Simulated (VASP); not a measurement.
Crystal: ZrB.

```
Zr B
1.0
     0.00000    2.32500    2.32500
     2.32500    0.00000    2.32500
     2.32500    2.32500    0.00000
Zr B
1 1
Direct
  0.00000 0.00000 0.00000
  0.50000 0.50000 0.50000
```

| Quantity | Value |
| --- | --- |
| Program | VASP 6.6.1 |
| Task | relaxation of cell and atoms |
| Functional | BLYP |
| Dispersion | D4 |
| Potentials or basis | VASP PAW PBE potentials, release 64 (Zr_sv, B) |
| Cutoff | 600 eV |
| k mesh | 10 × 10 × 10 |
| Occupations | fermi-dirac, width 0.05 eV |
| Spin | no spin polarisation |

At the start: pressure 33.4 GPa; volume 12.57 Å³/atom.

Problem. How do energy, volume and symmetry change on relaxing?

Solution. Over 19 steps the energy falls by 194.6 meV/atom and the volume is 14.69 Å³/atom (+16.9 %); space group Fm-3m (No. 225, to 0.05 Å).

The path:
| step | energy change (eV) | largest force (eV/Å) | pressure (GPa) | volume (Å³) |
| --- | --- | --- | --- | --- |
| 1 | 0.0000 | 0.0000 | 33.43 | 25.14 |
| 2 | 0.1260 | 0.0000 | -21.26 | 35.94 |
| 3 | -0.3886 | 0.0000 | -1.06 | 29.57 |
| 4 | -0.3892 | 0.0000 | -0.15 | 29.40 |
| 5 | -0.3891 | 0.0000 | 0.34 | 29.31 |
| 6 | -0.3891 | 0.0000 | 0.36 | 29.31 |
| 7 | -0.3891 | 0.0000 | 0.33 | 29.32 |
| 8 | -0.3891 | 0.0000 | 0.32 | 29.32 |
| 9 | -0.3891 | 0.0000 | 0.32 | 29.32 |
| 10 | -0.3891 | 0.0000 | 0.31 | 29.32 |
| 11 | -0.3891 | 0.0000 | 0.32 | 29.32 |
| 12 | -0.3891 | 0.0000 | 0.32 | 29.32 |
| 13 | -0.3891 | 0.0000 | 0.32 | 29.32 |
| 14 | -0.3891 | 0.0000 | 0.33 | 29.32 |
| 15 | -0.3891 | 0.0000 | 0.28 | 29.33 |
| 16 | -0.3892 | 0.0000 | 0.23 | 29.34 |
| 17 | -0.3892 | 0.0000 | 0.14 | 29.36 |
| 18 | -0.3892 | 0.0000 | -0.12 | 29.40 |
| 19 | -0.3892 | 0.0000 | -0.03 | 29.38 |

Final structure:
```xyz
2
Lattice="0.0000 2.4491 2.4491 2.4491 0.0000 2.4491 2.4491 2.4491 0.0000" Properties=species:S:1:pos:R:3 pbc="T T T"
Zr    0.0000    0.0000    0.0000
B     2.4491    2.4491    2.4491
```

Caveat: the volume moved by over 15 % at a fixed basis, so the end points are rough; the PAW data sets were made with another functional, which shifts forces and pressure a little; the volume moved by +17 % from the deposited cell, more than functionals usually miss; pairwise dispersion overbinds metals, which lowers pressure and volume.
